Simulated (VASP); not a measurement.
Here is a VASP 6.6.1 calculation.

INCAR

```
PREC     = Accurate       # precision mode
ENCUT    = 520            # plane-wave cutoff, eV
EDIFF    = 1E-7           # SCF threshold, eV
ISMEAR   = -1             # smearing method
SIGMA    = 0.11           # smearing width, eV
LREAL    = Auto         
LASPH    = True           # aspherical terms in the spheres
NELM     = 100            # most SCF steps
ALGO     = Normal         # electronic algorithm
ISIF     = 2              # what is computed and relaxed
LWAVE    = False          # write WAVECAR
LCHARG   = False          # write CHGCAR
NBANDS   = 38             # bands
```

KPOINTS

```
Automatic mesh
0
Gamma
  2 2 2
```

The input POSCAR:

```
Li
1.0
    7.3128730000      0.0000000000      0.0000000000
    0.0000000000      7.3128730000      0.0000000000
    0.0000000000      0.0000000000      7.3128730000
Li
16
Direct
    0.0590328863     -0.0079448939      0.2850589638
    0.6229836071     -0.0620959779      0.0810078337
    0.0016819655      0.5508778834      0.2252466302
    0.1135668567      0.1994701672      0.7086544509
    0.3995830367      0.2857290151      0.3759397982
    0.6379845514      0.4547597094     -0.0234928188
    0.4742322204      0.0140300536      0.6425381652
    0.8001096149      0.2525819880      0.4520384806
    0.0136881907      0.5751638241      0.6068613526
    0.3149514562      0.7599612355      0.2880126593
    0.2194896589      0.2269012466      1.0264775554
    0.4916125304      0.4581920129      0.6805533202
    0.6658668898      0.7095432944      0.3927184295
    0.7961166562      0.1665145833      0.9457432120
    0.2481104212      0.6788850292      0.8823891786
    0.8904844922      0.7917955091      0.9455380943
```

Potentials or basis: VASP PAW LDA potentials, release 64 (Li_sv).

Run with:

```sh
$ cat potpaw_LDA.64/Li_sv/POTCAR > POTCAR
$ mpirun -np 1 vasp_std > vasp.out
```

Question: Estimate the largest force.

Answer: 1.168 eV/Å.

Question: What does it give for the band gap on the k mesh?

Answer: Zero (bands 24 and 25 overlap by 0.72 eV).

Forces on the atoms (eV/Å):
```
Li  -0.437  0.066  0.047
Li  -1.038 -0.139  0.516
Li  -0.068 -0.396 -0.276
Li  -0.044 -0.076 -0.502
Li  -0.170  0.077 -0.387
Li  -0.066  0.541  0.737
Li   0.121 -0.180  0.238
Li  -0.158 -0.004 -0.116
Li  -0.063 -0.035  0.005
Li   0.166 -0.262  0.072
Li   0.312  0.136  0.227
Li  -0.117  0.032 -0.319
Li   0.327 -0.099  0.118
Li   0.622  0.338 -0.372
Li   0.318  0.163  0.290
Li   0.296 -0.162 -0.277
```

Caveat: the k points lie up to 0.43 Å⁻¹ apart, too coarse for converged energies and pressures of a metal; forces of over 1 eV/Å act on the atoms, so gaps and moduli don't describe the material at rest.
